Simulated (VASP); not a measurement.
Runs of VASP 6.6.1 on Sb. The structure is that of space group Pm-3m (No. 221), or close to it. The cells are those of the table. 

```tsv
task	cell	k mesh	cutoff (eV)	gap on the mesh (eV)	pressure (GPa)	relaxed volume (Å³/atom)
single point	a = 3.093, b = 3.093, c = 3.187 Å, 1 atom	6 × 6 × 6	520	none	-0.1	-
single point	a = 3.109 Å, 1 atom	18 × 18 × 18	520	none	0.0	-
relaxation of cell and atoms	relaxed from a = 3.093, b = 3.093, c = 3.187 Å, 1 atom	18 × 18 × 18	600	none	0.0	30.04
relaxation of cell and atoms	relaxed from a = 3.041, b = 3.041, c = 3.270 Å, 1 atom	6 × 6 × 6	600	none	-0.1	(a)
```

Alike in all rows: level PBE; potentials or basis VASP PAW PBE potentials, release 64 (Sb); no spin polarisation; smearing gaussian 0.1 eV.

Fill in the values left out.

(a) 30.51.

Caveats: spin-orbit coupling is left out, which moves the levels of the heavy elements.

A k mesh can miss the band edges, and the runs leave out spin-orbit coupling on Sb.

A gap of «none» marks levels without a gap at the run's occupations.
